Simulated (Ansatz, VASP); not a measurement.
# Ge in VASP and in Ansatz

```
CELL_PARAMETERS angstrom
1.48805 -2.59469 0.00000
1.48805 2.59469 0.00000
0.00000 0.00000 4.72760
ATOMIC_POSITIONS crystal
Ge 0.33345 0.66655 0.25000
Ge 0.66655 0.33345 0.75000
```

Alike in both runs: task single point; functional LDA; k mesh 10 × 10 × 6; occupations fermi-dirac, width 0.05 eV; no spin polarisation.

|  | VASP | Ansatz |
| --- | --- | --- |
| version | VASP 6.6.1 | Ansatz 0.2.0 |
| potentials or method | VASP PAW LDA potentials, release 64 (Ge_d), cutoff 520 eV | all-electron LAPW, scalar-relativistic |

VASP gave:

- gap on the k mesh at the Fermi level (eV): none
- pressure (GPa): -1.2
- traceless stress, the component that is largest in VASP (GPa): 1.54

Q: What did Ansatz give for the same quantities?

A: gap on the k mesh at the Fermi level (eV): none; pressure (GPa): -1.2; traceless stress, the component that is largest in VASP (GPa): 1.53.

LDA's correlation is that of Perdew and Zunger in VASP and of Perdew and Wang (1992) in Ansatz. A gap of «none» marks a metal or a gap that the smearing closes. Ansatz ran all-electron here, and VASP with PAW potentials.
